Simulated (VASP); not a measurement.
# Ba (Im-3m) in VASP: notebook, part 2 of 2

VASP 6.6.1.

### 3 Single point, r2SCAN

This run uses another cell than the first one, of 64.25 Å³/atom.

The input, POSCAR:

```
Ba
1.0
   -2.5230998215      2.5230998215      2.5230998215
    2.5230998215     -2.5230998215      2.5230998215
    2.5230998215      2.5230998215     -2.5230998215
Ba
1
Direct
    0.0000000000      0.0000000000      0.0000000000
```

The input, INCAR.step1:

```
SYSTEM = Ba
PREC     = Accurate       ! precision mode
ENCUT    = 520            ! plane-wave cutoff, eV
ISMEAR   = -1             ! smearing method
SIGMA    = 0.05           ! smearing width, eV
LREAL    = .False.        ! projectors in reciprocal space
LASPH    = .True.         ! aspherical terms in the spheres
NELM     = 60             ! most SCF steps
NBANDS   = 11             ! bands
GGA      = PE             ! functional
ALGO     = Normal         ! electronic algorithm
EDIFF    = 1E-4           ! SCF threshold, eV
LWAVE    = .True.         ! write WAVECAR
LCHARG   = .False.        ! write CHGCAR
```

The input, INCAR.step2:

```
SYSTEM = Ba
PREC     = Accurate       ! precision mode
ENCUT    = 520            ! plane-wave cutoff, eV
EDIFF    = 1E-6           ! SCF threshold, eV
ISMEAR   = -1             ! smearing method
SIGMA    = 0.05           ! smearing width, eV
LREAL    = .False.        ! projectors in reciprocal space
LASPH    = .True.         ! aspherical terms in the spheres
NELM     = 60             ! most SCF steps
ALGO     = Normal         ! electronic algorithm
ISIF     = 2              ! what is computed and relaxed
LWAVE    = .False.        ! write WAVECAR
LCHARG   = .False.        ! write CHGCAR
METAGGA  = R2SCAN         ! meta-GGA
LMIXTAU  = .True.       
NBANDS   = 11             ! bands
ISTART   = 1
```

The input, KPOINTS:

```
regular mesh
0
Gamma
  8 8 8
  0 0 0
```

Potentials or basis: VASP PAW PBE potentials, release 64 (Ba_sv).

Launch:

```bash
> cat potpaw_PBE.64/Ba_sv/POTCAR > POTCAR
> cp INCAR.step1 INCAR
> mpirun -np 1 vasp_std > vasp.out
> cp INCAR.step2 INCAR
> mpirun -np 1 vasp_std > vasp.out
```

OUTCAR:

```text
SYSTEM = Ba
   PREC = Accurate
   ENCUT = 520
   EDIFF = 1E-6
   ISMEAR = -1
   LREAL = .False.
   LASPH = .True.
   NELM = 60
   ISIF = 2
   METAGGA = R2SCAN
   ISTART = 1

 ion  position               nearest neighbor table
   1  0.000  0.000  0.000-

  LATTYP: Found a body centered cubic cell.
 ALAT       =     5.0461996430

  Lattice vectors:

 A1 = (  -2.5230998215,   2.5230998215,   2.5230998215)
 A2 = (   2.5230998215,  -2.5230998215,   2.5230998215)
 A3 = (   2.5230998215,   2.5230998215,  -2.5230998215)

Analysis of symmetry for initial positions (statically):
=====================================================================
 Subroutine PRICEL returns:
 Original cell was already a primitive cell.

 Routine SETGRP: Setting up the symmetry group for a
 body centered cubic supercell.

 Subroutine GETGRP returns: Found 48 space group operations
 (whereof 48 operations were pure point group operations)
 out of a pool of 48 trial point group operations.

The static configuration has the point symmetry O_h .

Analysis of symmetry for dynamics (positions and initial velocities):
=====================================================================
 Subroutine PRICEL returns:
 Original cell was already a primitive cell.

 Routine SETGRP: Setting up the symmetry group for a
 body centered cubic supercell.

 Subroutine GETGRP returns: Found 48 space group operations
 (whereof 48 operations were pure point group operations)
 out of a pool of 48 trial point group operations.

The dynamic configuration has the point symmetry O_h .

 Subroutine INISYM returns: Found 48 space group operations
 (whereof 48 operations are pure point group operations),
 and found     1 'primitive' translations

----------------------------------------------------------------------------------------

                                     Primitive cell

  volume of cell :      64.2485

  direct lattice vectors                    reciprocal lattice vectors
    -2.523099821  2.523099821  2.523099821     0.000000000  0.198168933  0.198168933
     2.523099821 -2.523099821  2.523099821     0.198168933  0.000000000  0.198168933
     2.523099821  2.523099821 -2.523099821     0.198168933  0.198168933  0.000000000

  length of vectors
     4.370137083  4.370137083  4.370137083     0.280253193  0.280253193  0.280253193

  position of ions in fractional coordinates (direct lattice)
     0.000000000  0.000000000  0.000000000

  ion indices of the primitive-cell ions
   primitive index   ion index
                 1           1

----------------------------------------------------------------------------------------

 KPOINTS: regular mesh

Automatic generation of k-mesh.
 Grid dimensions read from file:
 generate k-points for:    8    8    8

 Generating k-lattice:

  Cartesian coordinates                     Fractional coordinates (reciprocal lattice)
     0.000000000  0.024771117  0.024771117     0.125000000  0.000000000  0.000000000
     0.024771117  0.000000000  0.024771117     0.000000000  0.125000000  0.000000000
     0.024771117  0.024771117  0.000000000     0.000000000  0.000000000  0.125000000

  Length of vectors
     0.035031649  0.035031649  0.035031649

  Shift w.r.t. Gamma in fractional coordinates (k-lattice)
     0.000000000  0.000000000  0.000000000

 Subroutine IBZKPT returns following result:
 ===========================================

 Found     29 irreducible k-points:

 Following reciprocal coordinates:
            Coordinates               Weight
  0.000000  0.000000  0.000000      1.000000
  0.125000  0.000000  0.000000     12.000000
  0.250000  0.000000  0.000000     12.000000
  0.375000  0.000000  0.000000     12.000000
  0.500000  0.000000  0.000000      6.000000
  0.125000  0.125000  0.000000     24.000000
[... 16 lines left out ...]
 -0.250000  0.250000  0.250000      6.000000
 -0.375000  0.375000  0.250000     24.000000
 [... further k-points ...]
   k-points           NKPTS =     29   k-points in BZ     NKDIM =     29   number of bands    NBANDS=     11
   number of dos      NEDOS =    301   number of ions     NIONS =      1
   total plane-waves  NPLWV =  46656
   dimension x,y,z NGX =    36 NGY =   36 NGZ =   36
   dimension x,y,z NGXF=    72 NGYF=   72 NGZF=   72
   ions per type =               1
   NGX,Y,Z   is equivalent  to a cutoff of  13.69, 13.69, 13.69 a.u.
   NGXF,Y,Z  is equivalent  to a cutoff of  27.39, 27.39, 27.39 a.u.
 SYSTEM =  Ba
   PREC   = accura    normal or accurate (medium, high low for compatibility)
   ISTART =      1    job   : 0-new  1-cont  2-samecut
   ICHARG =      0    charge: 1-file 2-atom 10-const
   ISPIN  =      1    spin polarized calculation?
   LNONCOLLINEAR =      F non collinear calculations
   LSORBIT =      F    spin-orbit coupling
   LASPH  =      T    aspherical Exc in radial PAW
   ENCUT  =  520.0 eV  38.22 Ry    6.18 a.u.   8.13  8.13  8.13*2*pi/ulx,y,z
   NELM   =     60;   NELMIN=  2; NELMDL=  0     # of ELM steps
   EDIFF  = 0.1E-05   stopping-criterion for ELM
   LREAL  =      F    real-space projection
   EDIFFG = 0.1E-04   stopping-criterion for IOM
   NSW    =      0    number of steps for IOM
   IBRION =     -1    ionic relax: 0-MD 1-quasi-New 2-CG
   NFREE  =      0    steps in history (QN), initial steepest desc. (CG)
   ISIF   =      2    stress and relaxation
   ISYM   =      2    0-nonsym 1-usesym 2-fastsym
   POTIM  = 0.5000    time-step for ionic-motion
   TEBEG  =    0.0;   TEEND  =   0.0 temperature during run
   PSTRESS=    0.0 pullay stress
   NELECT =      10.0000    total number of electrons
   NUPDOWN=      -1.0000    fix difference up-down
   EMIN   =  10.00;   EMAX   =-10.00  energy-range for DOS
   EFERMI =   0.00;   METHOD = LEGACY
   ISMEAR =    -1;   SIGMA  =   0.05  broadening in eV -4-tet -1-fermi 0-gaus
   EFERMI_NEDOS =   21; number of points for ismear=-14 and -15
   IALGO  =     38    algorithm
   IMIX   =      4    mixing-type and parameters
     AMIX     =   0.40;   BMIX     =  1.00
     AMIX_MAG =   1.60;   BMIX_MAG =  1.00
  volume/ion in A,a.u.               =      64.25       433.57
  Fermi-wavevector in a.u.,A,eV,Ry     =   0.880617  1.664125 10.551132  0.775486
  Thomas-Fermi vector in A             =   2.001002
   LORBIT       =      0    0 simple, 1 ext, 2 COOP (PROOUT), +10 PAW based schemes
   METAGGA = R2SCAN    functional components
   LHFCALC =     F    Hartree Fock is set to
   AEXX    =    0.0000 exact exchange contribution
   IVDW    =     0    specifies the selected vdW correction
   LEPSILON=     F    determine dielectric tensor
   LRPA    =     F    only Hartree local field effects (RPA)
 non-spin polarized calculation
  energy-cutoff  :      520.00
  volume of cell :       64.25
 maximum number of plane-waves:      1748
 NGX is ok and might be reduce to    36
   NGX = 17   NGY = 17   NGZ = 17

 number of electron      10.0000001 magnetization

 Free energy of the ion-electron system (eV)
  ---------------------------------------------------
  ext. energy  EPLUGINS =         0.00000000
  ---------------------------------------------------
  free energy    TOTEN  =       -26.44096904 eV

  energy without entropy =      -26.43360670  energy(sigma->0) =      -26.43728787

 E-fermi :   1.6432     XC(G=0):  -7.7630

 val. band max:        1.5855851544   @ k =   0.3750   0.2500   0.0000
 cond. band min:       1.7763466690   @ k =   0.5000   0.5000   0.2500
 fundamental gap:      0.1907615145
 Fermi energy:         1.6431534254

 k-point     1 :       0.0000    0.0000    0.0000
  band No.  band energies     occupation
      1     -28.2869      2.00000
      2     -12.8290      2.00000
      3     -12.8290      2.00000
      4     -12.8290      2.00000
      5      -1.2125      2.00000
      6       3.7778      0.00000
      7       3.7778      0.00000
      8       3.7778      0.00000
      9       5.1028      0.00000
     10       5.1028      0.00000
     11       8.8956      0.00000
[... 309 lines left out ...]
 k-point    24 :      -0.3750    0.3750    0.2500
  band No.  band energies     occupation
      1     -28.2339      2.00000
      2     -13.1590      2.00000
      3     -13.0290      2.00000
      4     -12.9905      2.00000
      5       1.2516      1.99921
      6       1.8832      0.01631
      7       3.7439      0.00000
      8       3.9622      0.00000
      9       5.5002      0.00000
     10       5.8940      0.00000
     11       9.1397      0.00000

 [... further k-points ...]

------------------------ aborting loop because EDIFF is reached ----------------------------------------

  FORCE on cell =-STRESS in cart. coord.  units (eV):
  Direction    XX          YY          ZZ          XY          YZ          ZX
  --------------------------------------------------------------------------------------
  -------------------------------------------------------------------------------------
  Total        0.0464553      0.0464553      0.0464553      0.0000000      0.0000000     -0.0000000
  in kB        1.1584652      1.1584652      1.1584652      0.0000000      0.0000000     -0.0000000
  external PRESSURE =       1.1584652 kB  Pullay stress =       0.0000000 kB

 VOLUME and BASIS-vectors are now :
 -----------------------------------------------------------------------------
  energy-cutoff  :      520.00
  volume of cell :       64.25
      direct lattice vectors                 reciprocal lattice vectors
    -2.523099821  2.523099821  2.523099821     0.000000000  0.198168933  0.198168933
     2.523099821 -2.523099821  2.523099821     0.198168933  0.000000000  0.198168933
     2.523099821  2.523099821 -2.523099821     0.198168933  0.198168933  0.000000000

 POSITION                                       TOTAL-FORCE (eV/Angst)
 -----------------------------------------------------------------------------------
      0.00000      0.00000      0.00000        -0.000000      0.000000      0.000000
 -----------------------------------------------------------------------------------
    total drift:                               -0.000000     -0.000000      0.000000

  FREE ENERGIE OF THE ION-ELECTRON SYSTEM (eV)
  ---------------------------------------------------
  free  energy   TOTEN  =       -26.4409690373 eV

  energy  without entropy=      -26.4336067003  energy(sigma->0) =      -26.43728787
```

Run time: 2 min. Hardware: 1 thread of AMD EPYC 7R13, shared host; peak memory 0.18 GiB.

Results:

* Free energy: -26.4410 eV
* Pressure: 0.1 GPa
* Band gap on the k mesh: zero (bands 5 and 6 overlap by 1.15 eV)

Caveat: the PAW data sets were made with another functional, which shifts forces and pressure a little; spin-orbit coupling is left out, which moves the levels of the heavy elements.

### 4 Single point, r2SCAN

This run uses another cell than the first one, of 65.51 Å³/atom.

The input, POSCAR:

```
Ba
1.0
   -2.5394840457      2.5394840457      2.5394840457
    2.5394840457     -2.5394840457      2.5394840457
    2.5394840457      2.5394840457     -2.5394840457
Ba
1
Direct
    0.0000000000      0.0000000000      0.0000000000
```

The input, INCAR.step1:

```
PREC     = Accurate       # precision mode
ENCUT    = 520            # plane-wave cutoff, eV
ISMEAR   = -1             # smearing method
SIGMA    = 0.05           # smearing width, eV
LREAL    = F              # projectors in reciprocal space
LASPH    = T              # aspherical terms in the spheres
NELM     = 100            # most SCF steps
NBANDS   = 11             # bands
GGA      = PE             # functional
ALGO     = Normal         # electronic algorithm
EDIFF    = 1E-4           # SCF threshold, eV
LWAVE    = T              # write WAVECAR
LCHARG   = F              # write CHGCAR
```

The input, INCAR.step2:

```
PREC     = Accurate       # precision mode
ENCUT    = 520            # plane-wave cutoff, eV
EDIFF    = 1E-6           # SCF threshold, eV
ISMEAR   = -1             # smearing method
SIGMA    = 0.05           # smearing width, eV
LREAL    = F              # projectors in reciprocal space
LASPH    = T              # aspherical terms in the spheres
NELM     = 100            # most SCF steps
ALGO     = Normal         # electronic algorithm
ISIF     = 2              # what is computed and relaxed
LWAVE    = F              # write WAVECAR
LCHARG   = F              # write CHGCAR
METAGGA  = R2SCAN         # meta-GGA
LMIXTAU  = T            
NBANDS   = 11             # bands
ISTART   = 1
```

The input, KPOINTS:

```
regular mesh
0
Gamma
  8 8 8
```

Launch:

```bash
> cat potpaw_PBE.64/Ba_sv/POTCAR > POTCAR
> cp INCAR.step1 INCAR
> mpirun -np 1 vasp_std > vasp.out
> cp INCAR.step2 INCAR
> mpirun -np 1 vasp_std > vasp.out
```

It took 2 min on 1 thread of AMD EPYC 7R13, shared host; peak memory 0.18 GiB.

It converged, with:

```
Free energy            : -26.4412 eV
Pressure               : -0.1 GPa
Band gap on the k mesh : zero (bands 5 and 6 overlap by 1.10 eV)
```

Levels at points of the mesh, in eV from the Fermi level:
```csv
k point,band 1,band 2,band 3,band 4,band 5,band 6,band 7,band 8,band 9,band 10
"(0.00, 0.00, 0.00)",-29.97,-14.52,-14.52,-14.52,-2.85,2.11,2.11,2.11,3.41,3.41
"(0.50, 0.00, 0.00)",-29.93,-14.94,-14.65,-14.52,-0.84,0.90,1.11,3.44,3.99,5.38
"(0.50, 0.50, 0.50)",-29.90,-14.80,-14.80,-14.80,-0.55,-0.55,4.52,4.52,4.52,4.91
```

Caveat: the PAW data sets were made with another functional, which shifts forces and pressure a little; spin-orbit coupling is left out, which moves the levels of the heavy elements.

### 5 Single point, r2SCAN

This run uses another cell than the first one, of 66.77 Å³/atom.

The input, POSCAR:

```
Ba
1.0
   -2.5556595394      2.5556595394      2.5556595394
    2.5556595394     -2.5556595394      2.5556595394
    2.5556595394      2.5556595394     -2.5556595394
Ba
1
Direct
    0.0000000000      0.0000000000      0.0000000000
```

The input, INCAR.step1:

```
SYSTEM = Ba
ALGO = Normal
EDIFF = 1E-4
ENCUT = 520
GGA = PE
ISMEAR = -1
LASPH = .TRUE.
LCHARG = .FALSE.
LREAL = .FALSE.
LWAVE = .TRUE.
NBANDS = 11
NELM = 100
PREC = Accurate
SIGMA = 0.05
```

The input, INCAR.step2:

```
SYSTEM = Ba
ALGO = Normal
EDIFF = 1E-6
ENCUT = 520
ISIF = 2
ISMEAR = -1
ISTART = 1
LASPH = .TRUE.
LCHARG = .TRUE.
LELF = .TRUE.
LMIXTAU = .TRUE.
LREAL = .FALSE.
LVHAR = .TRUE.
LWAVE = .FALSE.
METAGGA = R2SCAN
NBANDS = 11
NELM = 100
PREC = Accurate
SIGMA = 0.05
```

The input, KPOINTS:

```
k-points
0
G
  8 8 8
  0 0 0
```

Launch:

```bash
> cat potpaw_PBE.64/Ba_sv/POTCAR > POTCAR
> cp INCAR.step1 INCAR
> mpirun -np 1 vasp_std > vasp.out
> cp INCAR.step2 INCAR
> mpirun -np 1 vasp_std > vasp.out
```

Wall time 2 min (1 thread of AMD EPYC 7R13, shared host); peak memory 0.19 GiB.

Results (log left out):

```
Free energy            : -26.4401 eV
Pressure               : -0.2 GPa
Band gap on the k mesh : zero (bands 5 and 6 overlap by 1.06 eV)
```

Levels at points of the mesh, in eV from the Fermi level:
```tsv
k point	band 3	band 4	band 5	band 6	band 7	band 8
(0.00, 0.00, 0.00)	-14.57	-14.57	-2.85	2.08	2.08	2.08
(0.50, 0.00, 0.00)	-14.69	-14.57	-0.83	0.90	1.05	3.39
(0.50, 0.50, 0.50)	-14.83	-14.83	-0.53	-0.53	4.42	4.42
```

Caveat: the PAW data sets were made with another functional, which shifts forces and pressure a little; spin-orbit coupling is left out, which moves the levels of the heavy elements.

### 6 The runs side by side

| cell | gap on the mesh (eV) | pressure (GPa) |
| --- | --- | --- |
| a = 4.341 Å, angles 109.5°, 1 atom | none | 0.3 |
| a = 4.370 Å, angles 109.5°, 1 atom | none | 0.1 |
| a = 4.399 Å, angles 109.5°, 1 atom | none | -0.1 |
| a = 4.427 Å, angles 109.5°, 1 atom | none | -0.2 |

Alike in all rows: task single point; level r2SCAN; potentials or basis VASP PAW PBE potentials, release 64 (Ba_sv); no spin polarisation; k mesh 8 × 8 × 8; cutoff (eV) 520; smearing fermi-dirac 0.05 eV.

Caveats: the PAW data sets were made with another functional, which shifts forces and pressure a little; spin-orbit coupling is left out, which moves the levels of the heavy elements.

Total energies depend on the potentials used, so only differences within one code and one set of settings carry meaning.
